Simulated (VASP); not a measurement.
Crystal: KMgF3.

```
K Mg F
1.0
     3.82103    0.00000    0.00000
     0.00000    3.82103    0.00000
     0.00000    0.00000    3.82103
K Mg F
1 1 3
Direct
  0.00000 0.00000 0.00000
  0.50000 0.50000 0.50000
  0.50000 0.50000 0.00000
  0.50000 0.00000 0.50000
  0.00000 0.50000 0.50000
```

This cell differs from its parent crystal: strain -4.0%.

Base run:

```yaml
Program: VASP 6.6.1
Functional: r2SCAN
Potentials_or_basis: VASP PAW PBE potentials, release 64 (K_sv, Mg, F)
Cutoff: 520 eV
k_mesh: 6 × 6 × 6
Occupations: gaussian, width 0.01 eV
Spin: no spin polarisation
```

Its results: band gap on the k mesh 9.33 eV, indirect (least direct gap 9.65 eV); pressure 12.1 GPa.

Problem. The run is repeated on the same cell with these changes: functional from r2SCAN to PBE; occupations from gaussian, width 0.01 eV to fermi-dirac, width 0.02 eV. What comes out?

Solution. Band gap on the k mesh 8.34 eV, indirect (least direct gap 8.66 eV); pressure 17.1 GPa.

Caveats: the PAW data sets were made with another functional, which shifts forces and pressure a little (some runs).

A k mesh can miss the band edges.
